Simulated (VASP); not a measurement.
Write the native input for VASP 6.6.1 that does the following.

```yaml
Task: single point
Functional: r2SCAN
Potentials_or_basis: VASP PAW PBE potentials, release 64 (Ga_d, P)
Cutoff: 520 eV
k_mesh: 8 × 8 × 8
Occupations: gaussian, width 0.01 eV
Spin: no spin polarisation
Dipole_correction: no
Further_INCAR_settings: ALGO = Normal; EDIFF = 1e-06; NBANDS = 16
```

Crystal: GaP.

```xyz
2
Lattice="2.7059 2.7059 0.0000 -2.7059 2.7059 0.0000 0.0000 2.7059 2.7059" Properties=species:S:1:pos:R:3 pbc="T T T"
Ga    0.0000    0.0000    0.0000
P     1.3530    4.0589    1.3530
```

The input as run:

POSCAR

```
GaP
1.0
    2.7059197129      2.7059197129      0.0000000000
   -2.7059197129      2.7059197129      0.0000000000
    0.0000000000      2.7059197129      2.7059197129
Ga P
1 1
Direct
    0.0000000000      0.0000000000      0.0000000000
    0.7500000000      0.2500000000      0.5000000000
```

INCAR.step1

```
SYSTEM = GaP
PREC = Accurate ; ENCUT = 520
ISMEAR = 0 ; SIGMA = 0.01
LREAL = .False. ; LASPH = .True.
NELM = 80 ; NBANDS = 16
GGA = PE ; ALGO = Normal
EDIFF = 1E-4 ; LWAVE = .True.
LCHARG = .False.
```

INCAR.step2

```
SYSTEM = GaP
PREC = Accurate ; ENCUT = 520
EDIFF = 1E-6 ; ISMEAR = 0
SIGMA = 0.01 ; LREAL = .False.
LASPH = .True. ; NELM = 80
ALGO = Normal ; ISIF = 2
LWAVE = .False. ; LCHARG = .False.
METAGGA = R2SCAN ; LMIXTAU = .True.
NBANDS = 16 ; ISTART = 1
```

KPOINTS

```
regular mesh
0
Gamma
  8 8 8
  0 0 0
```

Potentials or basis: VASP PAW PBE potentials, release 64 (Ga_d, P).

The run is started by

```console
$ cat potpaw_PBE.64/Ga_d/POTCAR potpaw_PBE.64/P/POTCAR > POTCAR
$ cp INCAR.step1 INCAR
$ mpirun -np 1 vasp_std > vasp.out
$ cp INCAR.step2 INCAR
$ mpirun -np 1 vasp_std > vasp.out
```

Results of the run:

| Property | Result |
| --- | --- |
| Pressure | 2.0 GPa |
| Band gap on the k mesh | 1.87 eV, indirect (least direct gap 2.53 eV) |

Caveat: the PAW data sets were made with another functional, which shifts forces and pressure a little.

It took 2.1 min on 1 thread of Intel Xeon 8259CL, with other jobs on the host, peak memory 0.17 GiB.
